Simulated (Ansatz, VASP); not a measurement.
**CoO in VASP and in Ansatz**

```xyz
2
Lattice="0.0000 2.3193 2.3193 2.3193 0.0000 2.3193 2.3193 2.3193 0.0000" Properties=species:S:1:pos:R:3 pbc="T T T"
Co    0.0000    0.0000    0.0000
O     1.1596    1.1596    1.1596
```

Alike in both runs: task single point; functional PBE; k mesh 14 × 14 × 14; occupations fermi-dirac, width 0.05 eV; collinear spin; Hubbard terms Co d U = 3.32 eV.

|  | VASP | Ansatz |
| --- | --- | --- |
| version | VASP 6.6.1 | Ansatz 0.2.0 |
| potentials or method | VASP PAW PBE potentials, release 64 (Co, O), cutoff 520 eV | scalar-relativistic, plane waves, PAW |
| valence electrons in the cell | 15 | 23 |

```tsv
	VASP	Ansatz	Ansatz less VASP
gap on the k mesh at the Fermi level (eV)	0.59	0.43	-0.153
least direct gap on the mesh (eV)	0.59	0.43	-0.153
pressure (GPa)	-1.7	0.0	+1.73
net moment per atom (μB)	1.50	1.50	0.000
size of the moment on the site where the two differ most (μB)	2.71	2.48	-0.226
```

Site moments also hang on the region over which each program counts them. The programs project onto different local orbitals, so the same U acts differently, and such runs can settle in different states. VASP's potentials hold 15 valence electrons a cell and Ansatz's 23, so a difference there can come from the potentials and not from the codes.
